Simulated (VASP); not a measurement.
A run of VASP 6.6.1 is set up as follows.

The input INCAR:

```
PREC = Accurate
ENCUT = 520
EDIFF = 1E-7
ISMEAR = 0
SIGMA = 0.1
LREAL = F
LASPH = T
NELM = 150
ALGO = Normal
ISIF = 2
LWAVE = F
LCHARG = F
ISPIN = 2
MAGMOM = 0 0.47 0.47 0.47 0.47
LORBIT = 11
GGA = PE
NBANDS = 26
```

Contents of KPOINTS:

```
regular mesh
0
Gamma
  12 12 10
```

Contents of POSCAR:

```
AlO4
1.0
    4.0859669453      0.0000000000      0.0000000000
   -2.0429834726      3.5385511736      0.0000000000
    0.0000000000      0.0000000000      3.6171307660
Al O
1 4
Direct
    0.0000000000      0.0000000000      0.5000000000
    0.5000000000      0.0000000000      0.5000000000
    0.0000000000      0.5000000000      0.5000000000
    0.5000000000      0.5000000000      0.5000000000
    0.0000000000      0.0000000000      0.0000000000
```

Potentials or basis: VASP PAW PBE potentials, release 64 (Al, O).

The run is started by

```bash
$ cat potpaw_PBE.64/Al/POTCAR potpaw_PBE.64/O/POTCAR > POTCAR
$ mpirun -np 1 vasp_std > vasp.out
```

Question: Predict the pressure.

Answer: -0.2 GPa.

Question: Predict the site moments.

Answer: Al -0.02; O +0.30, +0.66 (each value once) μB.
